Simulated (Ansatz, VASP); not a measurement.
CsPbCl3: VASP beside Ansatz

```
CELL_PARAMETERS angstrom
5.64212 0.00000 0.00000
0.00000 5.64212 0.00000
0.00000 0.00000 5.64212
ATOMIC_POSITIONS crystal
Pb 0.50000 0.50000 0.50000
Cs 0.00000 0.00000 0.00000
Cl 0.50000 0.00000 0.50000
Cl 0.00000 0.50000 0.50000
Cl 0.50000 0.50000 0.00000
```

Alike in both runs: task single point; functional PBE; k mesh 5 × 5 × 5; occupations fermi-dirac, width 0.05 eV; no spin polarisation.

|  | VASP | Ansatz |
| --- | --- | --- |
| version | VASP 6.6.1 | Ansatz 0.2.0 |
| potentials or method | VASP PAW PBE potentials, release 64 (Pb_d, Cs_sv, Cl) | Ansatz PAW |
| plane-wave cutoff (eV) | 520 | 420 |
| valence electrons in the cell | 44 | 44 |

VASP gave:

- gap on the k mesh at the Fermi level (eV): 3.01
- least direct gap on the mesh (eV): 3.01
- pressure (GPa): 1.1

Q: What did Ansatz give for the same quantities?

A: gap on the k mesh at the Fermi level (eV): 3.00; least direct gap on the mesh (eV): 3.00; pressure (GPa): 1.2.

Spin-orbit coupling is off throughout. Noted on Ansatz's run: odd divisions of the mesh miss points on the zone boundary, where band edges often lie, so the gap on the mesh can be too wide.
